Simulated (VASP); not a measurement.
Write the native input for VASP 6.6.1 that does the following.

* Task: single point
* Functional: RPBE
* Dispersion: D3(BJ)
* Potentials or basis: VASP PAW PBE potentials, release 64 (Bi_d)
* Cutoff: 520 eV
* k mesh: 7 × 7 × 7
* Occupations: tetrahedron
* Spin: non-collinear spin, zero start, spin-orbit coupling
* Starting moments: [[0.0, 0.0, 0.0]] μB
* Dipole correction: no
* Further INCAR settings: ALGO = Normal; EDIFF = 1e-06; NBANDS = 26

The structure of Bi lies in POSCAR:

```
Bi
1.0
   -1.9814305318      1.9814305318      1.9814305318
    1.9814305318     -1.9814305318      1.9814305318
    1.9814305318      1.9814305318     -1.9814305318
Bi
1
Direct
    0.0000000000      0.0000000000      0.0000000000
```

This isn't the form of Bi at room conditions, which is rhombohedral.

These files were run (other wordings do the same):

INCAR

```
SYSTEM = Bi
ALGO = Normal ; EDIFF = 1E-6
ENCUT = 520 ; GGA = RP
GGA_COMPAT = .FALSE. ; ISIF = 2
ISMEAR = -4 ; IVDW = 12
LASPH = .TRUE. ; LCHARG = .FALSE.
LORBIT = 11 ; LORBMOM = .TRUE.
LREAL = .FALSE. ; LSORBIT = .TRUE.
LWAVE = .FALSE. ; MAGMOM = 0 0 0
NBANDS = 26 ; NELM = 150
PREC = Accurate ; SIGMA = 0.05
```

KPOINTS

```
k-points
0
G
  7 7 7
  0 0 0
```

Potentials or basis: VASP PAW PBE potentials, release 64 (Bi_d).

Launch:

```console
$ cat potpaw_PBE.64/Bi_d/POTCAR > POTCAR
$ mpirun -np 1 vasp_ncl > vasp.out
```

Results of the run:

* Pressure: -17.1 GPa
* Net moment: 0.00 μB per cell
* Valence electrons inside the program's atomic spheres: Bi 12.76
* Dispersion energy per atom: -2.637 eV

Caveat: three body term missing; the cell stands under tension; the PAW data sets were made with another functional, which shifts forces and pressure a little.

Wall time 22 s on 1 thread of Intel Xeon 6455B, with other jobs on the host, peak memory 0.25 GiB.
